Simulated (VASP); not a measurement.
# Sb in VASP: settings compared

Sb is run at these levels: revPBE+D3(BJ), LDA; tasks: relaxation of cell and atoms, single point.

Everything below comes from runs of VASP 6.6.1. Logs are shortened: lines on timing, memory, paths and dates and some standing lists are left out, and cuts for length are marked.

**1. The cell of the first run**

It takes space group R-3m (No. 166, trigonal). The conventional cell has a = 4.308 Å, b = 4.308 Å, c = 11.274 Å, α = 90.00°, β = 90.00°, γ = 120.00°. Sb (site symmetry 3m) has 6 Sb at 2.91 to 3.35 Å within 3.8 Å.

**2. Relaxation of cell and atoms, revPBE+D3(BJ)**

File INCAR:

```
SYSTEM = Sb
PREC = Accurate ; ENCUT = 600
EDIFF = 1E-6 ; ISMEAR = -1
SIGMA = 0.05 ; LREAL = .False.
LASPH = .True. ; NELM = 100
ALGO = Normal ; ISIF = 3
LWAVE = .False. ; LCHARG = .False.
GGA = RE ; IVDW = 12
IBRION = 2 ; NSW = 80
EDIFFG = -0.01
```

File KPOINTS:

```
regular mesh
0
Gamma
  8 8 8
  0 0 0
```

File POSCAR:

```
Sb
1.0
    2.1542000000      1.2437279499      3.7580000000
   -2.1542000000      1.2437279499      3.7580000000
    0.0000000000     -2.4874558998      3.7580000000
Sb
2
Direct
    0.7665100000      0.7665100000      0.7665100000
    0.2334900000      0.2334900000      0.2334900000
```

Potentials or basis: VASP PAW PBE potentials, release 64 (Sb).

Run with:

```
> cat potpaw_PBE.64/Sb/POTCAR > POTCAR
> mpirun -np 1 vasp_std > vasp.out
```

OUTCAR:

```text
SYSTEM = Sb
   PREC = Accurate
   ENCUT = 600
   EDIFF = 1E-6
   ISMEAR = -1
   LREAL = .False.
   LASPH = .True.
   NELM = 100
   ISIF = 3
   GGA = RE
   IVDW = 12
   IBRION = 2
   NSW = 80
   EDIFFG = -0.01
 IVDW          = 12

 ion  position               nearest neighbor table
   1  0.767  0.767  0.767-   2 2.91   2 2.91   2 2.91   2 3.35   2 3.35   2 3.35
   2  0.233  0.233  0.233-   1 2.91   1 2.91   1 2.91   1 3.35   1 3.35   1 3.35

  LATTYP: Found a trigonal (rhomboedric) cell.
 ALAT       =     4.5066618304
 COS(alpha) =     0.5430253624

  Lattice vectors:

 A1 = (   2.1542000000,   1.2437279499,   3.7580000000)
 A2 = (  -2.1542000000,   1.2437279499,   3.7580000000)
 A3 = (   0.0000000000,  -2.4874558998,   3.7580000000)

Analysis of symmetry for initial positions (statically):
=====================================================================
 Subroutine PRICEL returns:
 Original cell was already a primitive cell.

 Routine SETGRP: Setting up the symmetry group for a
 trigonal (rhombohedral) supercell.

 Subroutine GETGRP returns: Found 12 space group operations
 (whereof 12 operations were pure point group operations)
 out of a pool of 12 trial point group operations.

The static configuration has the point symmetry D_3d.

Analysis of symmetry for dynamics (positions and initial velocities):
=====================================================================
 Subroutine PRICEL returns:
 Original cell was already a primitive cell.

 Routine SETGRP: Setting up the symmetry group for a
 trigonal (rhombohedral) supercell.

 Subroutine GETGRP returns: Found 12 space group operations
 (whereof 12 operations were pure point group operations)
 out of a pool of 12 trial point group operations.

The dynamic configuration has the point symmetry D_3d.

 Subroutine INISYM returns: Found 12 space group operations
 (whereof 12 operations are pure point group operations),
 and found     1 'primitive' translations

----------------------------------------------------------------------------------------

                                     Primitive cell

  volume of cell :      60.4115

  direct lattice vectors                    reciprocal lattice vectors
     2.154200000  1.243727950  3.758000000     0.232104726  0.134005726  0.088699663
    -2.154200000  1.243727950  3.758000000    -0.232104726  0.134005726  0.088699663
     0.000000000 -2.487455900  3.758000000     0.000000000 -0.268011452  0.088699663

  length of vectors
     4.506661830  4.506661830  4.506661830     0.282307932  0.282307932  0.282307932

  position of ions in fractional coordinates (direct lattice)
     0.766510000  0.766510000  0.766510000
     0.233490000  0.233490000  0.233490000

  ion indices of the primitive-cell ions
   primitive index   ion index
[... 82 lines left out ...]
   POTIM  = 0.5000    time-step for ionic-motion
   TEBEG  =    0.0;   TEEND  =   0.0 temperature during run
   PSTRESS=    0.0 pullay stress
   NELECT =      10.0000    total number of electrons
   NUPDOWN=      -1.0000    fix difference up-down
   EMIN   =  10.00;   EMAX   =-10.00  energy-range for DOS
   EFERMI =   0.00;   METHOD = LEGACY
   ISMEAR =    -1;   SIGMA  =   0.05  broadening in eV -4-tet -1-fermi 0-gaus
   EFERMI_NEDOS =   21; number of points for ismear=-14 and -15
   IALGO  =     38    algorithm
   IMIX   =      4    mixing-type and parameters
     AMIX     =   0.40;   BMIX     =  1.00
     AMIX_MAG =   1.60;   BMIX_MAG =  1.00
  volume/ion in A,a.u.               =      30.21       203.84
  Fermi-wavevector in a.u.,A,eV,Ry     =   0.898880  1.698637 10.993305  0.807985
  Thomas-Fermi vector in A             =   2.021644
   LORBIT       =      0    0 simple, 1 ext, 2 COOP (PROOUT), +10 PAW based schemes
   GGA     = RE    functional components
   LHFCALC =     F    Hartree Fock is set to
   AEXX    =    0.0000 exact exchange contribution
   IVDW    =    12    specifies the selected vdW correction
   LEPSILON=     F    determine dielectric tensor
   LRPA    =     F    only Hartree local field effects (RPA)
 conjugate gradient relaxation of ions
 non-spin polarized calculation
  energy-cutoff  :      600.00
  volume of cell :       60.41
 maximum number of plane-waves:      2032
   NGX = 17   NGY = 17   NGZ = 17

--------------------------------------- Ionic step        1  -------------------------------------------

 number of electron      10.0000000 magnetization

 Free energy of the ion-electron system (eV)
  ---------------------------------------------------
  ext. energy  EPLUGINS =         0.00000000
  ---------------------------------------------------
  free energy    TOTEN  =        -7.61575016 eV

  energy without entropy =       -7.61281043  energy(sigma->0) =       -7.61428029

------------------------ aborting loop because EDIFF is reached ----------------------------------------

 Edisp (eV)   -1.78416

 E8    (eV) :    -1.2872
[... 105 lines left out ...]
  FREE ENERGIE OF THE ION-ELECTRON SYSTEM (eV)
  ---------------------------------------------------
  free  energy   TOTEN  =        -9.4119786462 eV

  energy  without entropy=       -9.4089700703  energy(sigma->0) =       -9.41047436

[... ionic steps 4 to 7 ...]

--------------------------------------- Ionic step        8  -------------------------------------------

 number of electron      10.0000000 magnetization

------------------------ aborting loop because EDIFF is reached ----------------------------------------
[... 75 lines left out ...]
--------------------------------------- Ionic step       10  -------------------------------------------

 number of electron      10.0000000 magnetization

 Free energy of the ion-electron system (eV)
  ---------------------------------------------------
  ext. energy  EPLUGINS =         0.00000000
  ---------------------------------------------------
  free energy    TOTEN  =        -7.55428634 eV

  energy without entropy =       -7.55067247  energy(sigma->0) =       -7.55247940

 E-fermi :   7.9147     XC(G=0):  -9.7009

 val. band max:        7.8060863161   @ k =   0.5000  -0.0000   0.0000
 cond. band min:       7.9381830853   @ k =   0.3750   0.2500   0.2500
 fundamental gap:      0.1320967692
 Fermi energy:         7.9146656701

 k-point     1 :       0.0000    0.0000    0.0000
  band No.  band energies     occupation
      1      -5.0599      2.00000
      2       3.4227      2.00000
      3       5.8913      2.00000
      4       5.9945      2.00000
      5       5.9945      2.00000
      6      10.4340      0.00000
      7      10.8452      0.00000
      8      10.8452      0.00000
      9      12.7107      0.00000
[... 265 lines left out ...]
 k-point    24 :       0.3750    0.1250    0.1250
  band No.  band energies     occupation
      1      -3.9832      2.00000
      2       0.3007      2.00000
      3       4.5287      2.00000
      4       6.5726      2.00000
      5       7.9705      0.49340
      6       8.1982      0.00687
      7       8.2116      0.00526
      8      11.1837      0.00000
      9      12.8453      0.00000

 [... further k-points ...]

------------------------ aborting loop because EDIFF is reached ----------------------------------------

 Edisp (eV)   -1.87098

 E8    (eV) :    -1.3496
[... 25 lines left out ...]
  FREE ENERGIE OF THE ION-ELECTRON SYSTEM (eV)
  ---------------------------------------------------
  free  energy   TOTEN  =        -9.4252665587 eV

  energy  without entropy=       -9.4216526931  energy(sigma->0) =       -9.42345963

 reached required accuracy - stopping structural energy minimisation
```

OSZICAR:

```text
N       E                     dE             d eps       ncg     rms          rms(c)
DAV:   1     0.414804960674E+02    0.41480E+02   -0.39543E+03  1170   0.974E+02
DAV:   2    -0.575026497339E+01   -0.47231E+02   -0.46107E+02  1561   0.130E+02
[... 60 lines left out ...]
DAV:   2    -0.755455230789E+01   -0.36088E-06   -0.57811E-05  1256   0.589E-02    0.106E-02
DAV:   3    -0.755455183580E+01    0.47208E-06   -0.85732E-06  1486   0.187E-02
   9 F= -.94252319E+01 E0= -.94233669E+01  d E =-.991225E-04
       N       E                     dE             d eps       ncg     rms          rms(c)
DAV:   1    -0.755428560538E+01    0.26670E-03   -0.21551E-03  1304   0.301E-01    0.197E-02
DAV:   2    -0.755428660849E+01   -0.10031E-05   -0.64692E-05  1274   0.620E-02    0.114E-02
DAV:   3    -0.755428633679E+01    0.27171E-06   -0.93486E-06  1486   0.197E-02
  10 F= -.94252666E+01 E0= -.94234596E+01  d E =-.133812E-03
```

It took 3 min on 1 thread of Intel Xeon Platinum 8259CL at 2.50GHz (Skylake/Cascade Lake), shared host; peak memory 0.23 GiB.

Results:

```
Free energy                           : -9.4253 eV
Relaxed volume                        : 28.84 Å³/atom
Relaxed cell                          : a = 4.381 Å, b = 4.381 Å, c = 4.381 Å, α = 58.69°, β = 58.69°, γ = 58.69°
Space group after relaxing (to 0.1 Å) : R-3m (No. 166)
Energy gained by relaxing             : 12.7 meV/atom
Ionic steps                           : 10
Pressure after relaxing               : 0.0 GPa
Largest force after relaxing          : 0.004 eV/Å
Band gap on the k mesh                : zero (bands 5 and 6 overlap by 0.29 eV)
Dispersion energy per atom            : -0.935 eV
```

Forces on the atoms (eV/Å):
```
Sb   0.000  0.000 -0.004
Sb   0.000  0.000  0.004
```

Step by step:
| step | energy change (eV) | largest force (eV/Å) | pressure (GPa) | volume (Å³) |
| --- | --- | --- | --- | --- |
| 1 | 0.0000 | 0.2154 | -1.20 | 60.41 |
| 2 | -0.0119 | 0.2937 | 0.39 | 58.45 |
| 3 | -0.0121 | 0.3054 | 0.65 | 58.17 |
| 4 | -0.0212 | 0.1516 | 0.43 | 57.84 |
| 5 | -0.0249 | 0.0185 | 0.22 | 57.38 |
| 6 | -0.0250 | 0.0077 | 0.23 | 57.42 |
| 7 | -0.0252 | 0.0216 | -0.15 | 57.80 |
| 8 | -0.0252 | 0.0178 | -0.05 | 57.70 |
| 9 | -0.0253 | 0.0072 | -0.02 | 57.69 |
| 10 | -0.0254 | 0.0045 | 0.01 | 57.68 |

Final structure:
```cif
data_structure
_symmetry_space_group_name_H-M 'P 1'
_symmetry_Int_Tables_number 1
_cell_length_a 4.3813
_cell_length_b 4.3813
_cell_length_c 4.3813
_cell_angle_alpha 58.687
_cell_angle_beta 58.687
_cell_angle_gamma 58.687
_cell_volume 57.68
loop_
_atom_site_label
_atom_site_type_symbol
_atom_site_fract_x
_atom_site_fract_y
_atom_site_fract_z
_atom_site_occupancy
Sb1 Sb 0.76205 0.76205 0.76205 1
Sb2 Sb 0.23795 0.23795 0.23795 1
```

Caveat: the PAW data sets were made with another functional, which shifts forces and pressure a little; spin-orbit coupling is left out, which moves the levels of the heavy elements.

(Part 1 of 2 ends here.)
